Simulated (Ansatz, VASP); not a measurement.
## HfSc2O3 in VASP and in Ansatz

```
Hf Sc O
1.0
     3.08448    0.00000    0.00000
    -1.54224    2.67124    0.00000
     0.00000    0.00000    8.35835
Hf Sc O
1 2 3
Direct
  0.00000 0.00000 0.00000
  0.33333 0.66667 0.65512
  0.66667 0.33333 0.34488
  0.33333 0.66667 0.18764
  0.66667 0.33333 0.81236
  0.00000 0.00000 0.50000
```

Change from the starting cell: species swapped into the Mg2ZnO3 type (P-3m1, No. 164).

Alike in both runs: task single point; functional PBE; k mesh 6 × 6 × 2; occupations gaussian, width 0.1 eV; collinear spin.

|  | VASP | Ansatz |
| --- | --- | --- |
| version | VASP 6.6.1 | Ansatz 0.2.0 |
| potentials or method | VASP PAW PBE potentials, release 64 (Hf_pv, Sc_sv, O), cutoff 600 eV | scalar-relativistic, plane waves, PAW |
| valence electrons in the cell | 50 | 66 |

VASP gave:

- gap on the k mesh at the Fermi level (eV): none
- pressure (GPa): -0.6
- traceless stress, the component that is largest in VASP (GPa): 0.02
- rms of the force components (eV/Å): 0.062
- net moment per atom (μB): 0.00

Q: Which values does Ansatz return?

A: gap on the k mesh at the Fermi level (eV): none; pressure (GPa): -0.3; traceless stress, the component that is largest in VASP (GPa): 0.12; rms of the force components (eV/Å): 0.013; net moment per atom (μB): 0.00.

Atom by atom the forces differ by 0.059 eV/Å (rms over components). A gap of «none» marks a metal or a gap that the smearing closes. VASP's potentials hold 50 valence electrons a cell and Ansatz's 66, so a difference there can come from the potentials and not from the codes. Ansatz's warnings: seeded moment not kept.

The k mesh is coarse, so the values compare programs but aren't converged. Neither program's run includes spin-orbit coupling.
